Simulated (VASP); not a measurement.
Wanted: the native input for a VASP 6.6.1 run.

- Task: relaxation of cell and atoms
- Functional: PBE
- Dispersion: D3(BJ)
- Potentials or basis: VASP PAW PBE potentials, release 64 (In_d)
- Cutoff: 600 eV
- k mesh: 15 × 15 × 15
- Occupations: fermi-dirac, width 0.05 eV
- Spin: no spin polarisation
- Dipole correction: no
- Further INCAR settings: ALGO = Normal; EDIFF = 1e-06; IBRION = 2; EDIFFG = -0.005; NSW = 100; ISIF = 3

The structure of In lies in POSCAR:

```
In
1.0
    0.0000000000      2.1394200102      2.1394200102
    2.1394200102      0.0000000000      2.1394200102
    2.1394200102      2.1394200102      0.0000000000
In
1
Direct
    0.0000000000      0.0000000000      0.0000000000
```

These files were run (other wordings do the same):

INCAR

```
ALGO = Normal
EDIFF = 1E-6
EDIFFG = -0.005
ENCUT = 600
GGA = PE
IBRION = 2
ISIF = 3
ISMEAR = -1
IVDW = 12
LASPH = T
LCHARG = F
LREAL = F
LWAVE = F
NELM = 80
NSW = 100
PREC = Accurate
SIGMA = 0.05
```

KPOINTS

```
k-points
0
Gamma
  15 15 15
```

Potentials or basis: VASP PAW PBE potentials, release 64 (In_d).

Command:

```console
$ cat potpaw_PBE.64/In_d/POTCAR > POTCAR
$ mpirun -np 1 vasp_std > vasp.out
```

Results of the run:

| Property | Result |
| --- | --- |
| Relaxed volume | 26.01 Å³/atom |
| Relaxed cell | a = 3.326 Å, b = 3.326 Å, c = 3.326 Å, α = 60.00°, β = 60.00°, γ = 60.00° |
| Space group after relaxing (to 0.05 Å) | Fm-3m (No. 225) |
| Energy gained by relaxing | 370.0 meV/atom |
| Ionic steps | 6 |
| Pressure after relaxing | 0.0 GPa |
| Dispersion energy per atom | -0.340 eV |

Caveat: the volume moved by over 15 % at a fixed basis, so the end points are rough; pairwise dispersion overbinds metals, which lowers pressure and volume.

It took 73 s on 1 thread of AMD EPYC 7R13 Processor (Zen 3), with other jobs on the host, peak memory 0.14 GiB.
